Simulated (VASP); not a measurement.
# HfC (R-3m) in VASP: further runs

Runs on HfC. Level: PBEsol. Tasks: electric field gradients.

Program: VASP 6.6.1. These are calculated values, not measurements. Logs are shortened: lines on timing, memory, paths and dates and some standing lists are left out, and cuts for length are marked.

### 1 The cell of the first run

The structure is trigonal, space group R-3m (No. 166). The conventional cell has a = 3.321 Å, b = 3.321 Å, c = 7.893 Å, α = 90.00°, β = 90.00°, γ = 120.00°. Hf (site symmetry -3m) has 6 C at 2.33 Å within 3.1 Å. Within 3.1 Å of C (site symmetry -3m) lie 6 Hf at 2.33 Å.

### 2 Electric field gradients, PBEsol (equal xy, yz and zx shear strains of -2 %)

File INCAR:

```
SYSTEM = HfC
ALGO     = Normal         ! electronic algorithm
EDIFF    = 1E-8           ! SCF threshold, eV
ENCUT    = 520            ! plane-wave cutoff, eV
GGA      = PS             ! functional
ISIF     = 2              ! what is computed and relaxed
ISMEAR   = -1             ! smearing method
LASPH    = .TRUE.         ! aspherical terms in the spheres
LCHARG   = .FALSE.        ! write CHGCAR
LEFG     = .TRUE.       
LREAL    = .FALSE.        ! projectors in reciprocal space
LWAVE    = .FALSE.        ! write WAVECAR
NBANDS   = 14             ! bands
NELM     = 60             ! most SCF steps
PREC     = Accurate       ! precision mode
SIGMA    = 0.05           ! smearing width, eV
```

File KPOINTS:

```
k-points
0
G
  15 15 15
  0 0 0
```

File POSCAR:

```
HfC
1.0
   -0.0465000000      2.3017500000      2.3017500000
    2.3017500000     -0.0465000000      2.3017500000
    2.3017500000      2.3017500000     -0.0465000000
Hf C
1 1
Direct
    0.5000000000      0.5000000000      0.5000000000
    0.0000000000      0.0000000000      0.0000000000
```

Potentials or basis: VASP PAW PBE potentials, release 64 (Hf_pv, C).

The run is started by

```sh
> cat potpaw_PBE.64/Hf_pv/POTCAR potpaw_PBE.64/C/POTCAR > POTCAR
> mpirun -np 1 vasp_std > vasp.out
```

OUTCAR:

```text
SYSTEM = HfC
   EDIFF = 1E-8
   ENCUT = 520
   GGA = PS
   ISIF = 2
   ISMEAR = -1
   LASPH = .TRUE.
   LREAL = .FALSE.
   NELM = 60
   PREC = Accurate

 ion  position               nearest neighbor table
   1  0.500  0.500  0.500-   2 2.33   2 2.33   2 2.33   2 2.33   2 2.33   2 2.33
   2  0.000  0.000  0.000-   1 2.33   1 2.33   1 2.33   1 2.33   1 2.33   1 2.33

  LATTYP: Found a trigonal (rhomboedric) cell.
 ALAT       =     3.2554981762
 COS(alpha) =     0.4797000918

  Lattice vectors:

 A1 = (  -0.0465000000,   2.3017500000,   2.3017500000)
 A2 = (   2.3017500000,  -0.0465000000,   2.3017500000)
 A3 = (   2.3017500000,   2.3017500000,  -0.0465000000)

Analysis of symmetry for initial positions (statically):
=====================================================================
 Subroutine PRICEL returns:
 Original cell was already a primitive cell.

 Routine SETGRP: Setting up the symmetry group for a
 trigonal (rhombohedral) supercell.

 Subroutine GETGRP returns: Found 12 space group operations
 (whereof 12 operations were pure point group operations)
 out of a pool of 12 trial point group operations.

The static configuration has the point symmetry D_3d.

Analysis of symmetry for dynamics (positions and initial velocities):
=====================================================================
 Subroutine PRICEL returns:
 Original cell was already a primitive cell.

 Routine SETGRP: Setting up the symmetry group for a
 trigonal (rhombohedral) supercell.

 Subroutine GETGRP returns: Found 12 space group operations
 (whereof 12 operations were pure point group operations)
 out of a pool of 12 trial point group operations.

The dynamic configuration has the point symmetry D_3d.

 Subroutine INISYM returns: Found 12 space group operations
 (whereof 12 operations are pure point group operations),
 and found     1 'primitive' translations

----------------------------------------------------------------------------------------

                                     Primitive cell

  volume of cell :      25.1286

  direct lattice vectors                    reciprocal lattice vectors
    -0.046500000  2.301750000  2.301750000    -0.210751819  0.215097217  0.215097217
     2.301750000 -0.046500000  2.301750000     0.215097217 -0.210751819  0.215097217
     2.301750000  2.301750000 -0.046500000     0.215097217  0.215097217 -0.210751819

  length of vectors
     3.255498176  3.255498176  3.255498176     0.370067501  0.370067501  0.370067501

  position of ions in fractional coordinates (direct lattice)
     0.500000000  0.500000000  0.500000000
     0.000000000  0.000000000  0.000000000

  ion indices of the primitive-cell ions
   primitive index   ion index
                 1           1
                 2           2

----------------------------------------------------------------------------------------

 KPOINTS: k-points

Automatic generation of k-mesh.
 Grid dimensions read from file:
 generate k-points for:   15   15   15

 Generating k-lattice:

  Cartesian coordinates                     Fractional coordinates (reciprocal lattice)
    -0.014050121  0.014339814  0.014339814     0.066666667  0.000000000  0.000000000
     0.014339814 -0.014050121  0.014339814     0.000000000  0.066666667  0.000000000
     0.014339814  0.014339814 -0.014050121     0.000000000  0.000000000  0.066666667

  Length of vectors
     0.024671167  0.024671167  0.024671167

  Shift w.r.t. Gamma in fractional coordinates (k-lattice)
     0.000000000  0.000000000  0.000000000

 Subroutine IBZKPT returns following result:
 ===========================================

 Found    344 irreducible k-points:

 Following reciprocal coordinates:
            Coordinates               Weight
  0.000000  0.000000  0.000000      1.000000
  0.066667  0.000000  0.000000      6.000000
  0.133333  0.000000 -0.000000      6.000000
  0.200000  0.000000 -0.000000      6.000000
  0.266667  0.000000 -0.000000      6.000000
  0.333333  0.000000  0.000000      6.000000
[... 16 lines left out ...]
  0.133333  0.133333 -0.000000      6.000000
  0.200000  0.133333 -0.000000     12.000000
 [... further k-points ...]
   k-points           NKPTS =    344   k-points in BZ     NKDIM =    344   number of bands    NBANDS=     14
   number of dos      NEDOS =    301   number of ions     NIONS =      2
   total plane-waves  NPLWV =  13824
   dimension x,y,z NGX =    24 NGY =   24 NGZ =   24
   dimension x,y,z NGXF=    48 NGYF=   48 NGZF=   48
   ions per type =               1   1
   NGX,Y,Z   is equivalent  to a cutoff of  12.26, 12.26, 12.26 a.u.
   NGXF,Y,Z  is equivalent  to a cutoff of  24.51, 24.51, 24.51 a.u.
 SYSTEM =  HfC
   PREC   = accura    normal or accurate (medium, high low for compatibility)
   ISTART =      0    job   : 0-new  1-cont  2-samecut
   ICHARG =      2    charge: 1-file 2-atom 10-const
   ISPIN  =      1    spin polarized calculation?
   LNONCOLLINEAR =      F non collinear calculations
   LSORBIT =      F    spin-orbit coupling
   LASPH  =      T    aspherical Exc in radial PAW
   ENCUT  =  520.0 eV  38.22 Ry    6.18 a.u.   6.05  6.05  6.05*2*pi/ulx,y,z
   NELM   =     60;   NELMIN=  2; NELMDL= -5     # of ELM steps
   EDIFF  = 0.1E-07   stopping-criterion for ELM
   LREAL  =      F    real-space projection
   EDIFFG = 0.1E-06   stopping-criterion for IOM
   NSW    =      0    number of steps for IOM
   IBRION =     -1    ionic relax: 0-MD 1-quasi-New 2-CG
   NFREE  =      0    steps in history (QN), initial steepest desc. (CG)
   ISIF   =      2    stress and relaxation
   ISYM   =      2    0-nonsym 1-usesym 2-fastsym
   POTIM  = 0.5000    time-step for ionic-motion
   TEBEG  =    0.0;   TEEND  =   0.0 temperature during run
   PSTRESS=    0.0 pullay stress
   NELECT =      14.0000    total number of electrons
   NUPDOWN=      -1.0000    fix difference up-down
   EMIN   =  10.00;   EMAX   =-10.00  energy-range for DOS
   EFERMI =   0.00;   METHOD = LEGACY
   ISMEAR =    -1;   SIGMA  =   0.05  broadening in eV -4-tet -1-fermi 0-gaus
   EFERMI_NEDOS =   21; number of points for ismear=-14 and -15
   IALGO  =     38    algorithm
   IMIX   =      4    mixing-type and parameters
     AMIX     =   0.40;   BMIX     =  1.00
     AMIX_MAG =   1.60;   BMIX_MAG =  1.00
  volume/ion in A,a.u.               =      12.56        84.79
  Fermi-wavevector in a.u.,A,eV,Ry     =   1.347085  2.545621 24.689643  1.814638
  Thomas-Fermi vector in A             =   2.474864
   LORBIT       =      0    0 simple, 1 ext, 2 COOP (PROOUT), +10 PAW based schemes
   GGA     = PS    functional components
   LHFCALC =     F    Hartree Fock is set to
   AEXX    =    0.0000 exact exchange contribution
   IVDW    =     0    specifies the selected vdW correction
   LEPSILON=     F    determine dielectric tensor
   LRPA    =     F    only Hartree local field effects (RPA)
 non-spin polarized calculation
  energy-cutoff  :      520.00
  volume of cell :       25.13
 maximum number of plane-waves:       691
   NGX = 13   NGY = 13   NGZ = 13

 number of electron      14.0000000 magnetization

 Free energy of the ion-electron system (eV)
  ---------------------------------------------------
  ext. energy  EPLUGINS =         0.00000000
  ---------------------------------------------------
  free energy    TOTEN  =       -22.16531946 eV

  energy without entropy =      -22.16278762  energy(sigma->0) =      -22.16405354

 E-fermi :   5.7881     XC(G=0): -12.4225

 val. band max:        5.7801400127   @ k =   0.2000   0.2000  -0.0000
 cond. band min:       5.7912865147   @ k =   0.3333   0.3333   0.0667
 fundamental gap:      0.0111465020
 Fermi energy:         5.7881292011

 k-point     1 :       0.0000    0.0000    0.0000
  band No.  band energies     occupation
      1     -23.6988      2.00000
      2     -23.6988      2.00000
      3     -23.6758      2.00000
      4      -6.4821      2.00000
      5       6.7728      0.00000
      6       6.7728      0.00000
      7       6.9675      0.00000
      8       7.0004      0.00000
      9       7.0004      0.00000
     10       7.4345      0.00000
     11       9.1871      0.00000
     12       9.1871      0.00000
     13      12.6626      0.00000
     14      16.7671      0.00000
[... 377 lines left out ...]
      1     -23.8879      2.00000
      2     -23.7494      2.00000
      3     -23.7395      2.00000
      4      -5.5742      2.00000
      5       3.3340      2.00000
      6       5.0233      2.00000
      7       5.4836      1.99548
      8       6.5180      0.00000
      9       9.3244      0.00000
     10       9.4922      0.00000
     11      10.3700      0.00000
     12      12.0439      0.00000
     13      15.2899      0.00000
     14      19.2298      0.00000

 [... further k-points ...]

------------------------ aborting loop because EDIFF is reached ----------------------------------------

  FORCE on cell =-STRESS in cart. coord.  units (eV):
  Direction    XX          YY          ZZ          XY          YZ          ZX
  --------------------------------------------------------------------------------------
  -------------------------------------------------------------------------------------
  Total       -1.0857229     -1.0857229     -1.0857229      0.5045614      0.5045614      0.5045614
  in kB      -69.2248286    -69.2248286    -69.2248286     32.1704341     32.1704341     32.1704341
  external PRESSURE =     -69.2248286 kB  Pullay stress =       0.0000000 kB

 VOLUME and BASIS-vectors are now :
 -----------------------------------------------------------------------------
  energy-cutoff  :      520.00
  volume of cell :       25.13
      direct lattice vectors                 reciprocal lattice vectors
    -0.046500000  2.301750000  2.301750000    -0.210751819  0.215097217  0.215097217
     2.301750000 -0.046500000  2.301750000     0.215097217 -0.210751819  0.215097217
     2.301750000  2.301750000 -0.046500000     0.215097217  0.215097217 -0.210751819

 POSITION                                       TOTAL-FORCE (eV/Angst)
 -----------------------------------------------------------------------------------
      2.27850      2.27850      2.27850        -0.000000     -0.000000      0.000000
      0.00000      0.00000      0.00000         0.000000      0.000000     -0.000000
 -----------------------------------------------------------------------------------
    total drift:                                0.000000     -0.000000      0.000000

  FREE ENERGIE OF THE ION-ELECTRON SYSTEM (eV)
  ---------------------------------------------------
  free  energy   TOTEN  =       -22.1653194561 eV

  energy  without entropy=      -22.1627876226  energy(sigma->0) =      -22.16405354

 Electric field gradients (V/A^2)
---------------------------------------------------------------------
 ion       V_xx      V_yy      V_zz      V_xy      V_xz      V_yz
---------------------------------------------------------------------
   1      -0.000     0.000     0.000     2.475     2.475     2.475
   2      -0.000    -0.000    -0.000     0.447     0.447     0.447
---------------------------------------------------------------------

 Electric field gradients after diagonalization (V/A^2)
 (convention: |V_zz| > |V_xx| > |V_yy|)
----------------------------------------------------------------------
 ion       V_xx      V_yy      V_zz     asymmetry (V_yy - V_xx)/ V_zz
----------------------------------------------------------------------
   1      -2.475    -2.475     4.951       0.000
   2      -0.447    -0.447     0.895       0.000
----------------------------------------------------------------------

           NMR quadrupolar parameters

 Cq : quadrupolar parameter    Cq=e*Q*V_zz/h
 eta: asymmetry parameters     (V_yy - V_xx)/ V_zz
 Q  : nuclear electric quadrupole moment in mb (millibarn)
----------------------------------------------------------------------
 ion       Cq(MHz)       eta       Q (mb)
----------------------------------------------------------------------
   1       0.012       0.000       1.000
   2       0.002       0.000       1.000
----------------------------------------------------------------------
```

It took 2.2 min on 1 thread of Intel Xeon 8259CL, shared host; peak memory 0.25 GiB.

Results:

| Property | Result |
| --- | --- |
| Free energy | -22.1653 eV |
| Pressure | -6.9 GPa |
| Band gap on the k mesh | zero (bands 7 and 8 overlap by 1.46 eV) |
| Largest electric field gradient by atom | Hf +5.0; C +0.9 V/Å² |

Stress tensor (GPa, compression positive):
```
-6.92  3.22  3.22
 3.22 -6.92  3.22
 3.22  3.22 -6.92
```

Electric field gradients, principal values (V/Å²):
```csv
atom,least,middle,greatest (by size)
1 Hf,-2.475,-2.475,4.951
2 C,-0.447,-0.447,0.895
```

Caveat: the cell differs from its parent crystal (equal xy, yz and zx shear strains of -2 %); the cell stands under tension; without QUAD_EFG the Cq values of the log hold for a quadrupole moment of 1 mb, not for the nuclei; the PAW data sets were made with another functional, which shifts forces and pressure a little; spin-orbit coupling is left out, which moves the levels of the heavy elements.

[end of part 1 of 3]
